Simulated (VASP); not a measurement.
Crystal: SiO2.

```xyz
6
Lattice="4.0554 0.0000 0.0000 0.0000 4.0554 0.0000 0.0000 0.0000 2.7891" Properties=species:S:1:pos:R:3 pbc="T T T"
Si    2.0277    2.0277    1.3945
Si    0.0000    0.0000    0.0000
O     2.8162    2.8162    0.0000
O     0.7885    3.2669    1.3945
O     1.2392    1.2392    0.0000
O     3.2669    0.7885    1.3945
```

Base run:

```yaml
Program: VASP 6.6.1
Functional: LDA
Potentials_or_basis: VASP PAW LDA potentials, release 64 (Si, O_h)
Cutoff: 910 eV
k_mesh: 6 × 6 × 8
Occupations: gaussian, width 0.05 eV
Spin: no spin polarisation
```

Its results: band gap on the k mesh 5.51 eV, direct; pressure -1.1 GPa; largest force 0.367 eV/Å.

Q: The run is repeated on the same cell with these changes: potentials or basis from VASP PAW LDA potentials, release 64 (Si, O_h) to VASP PAW LDA potentials, release 64 (Si, O); cutoff from 910 eV to 520 eV. What comes out?

A: Band gap on the k mesh 5.49 eV, direct; pressure -0.4 GPa; largest force 0.369 eV/Å.

Caveats: the cutoff is under 1.25 times the usual one of these potentials, so pressure, stress and relaxed cells hold a basis-set (Pulay) error (some runs).

A k mesh can miss the band edges.
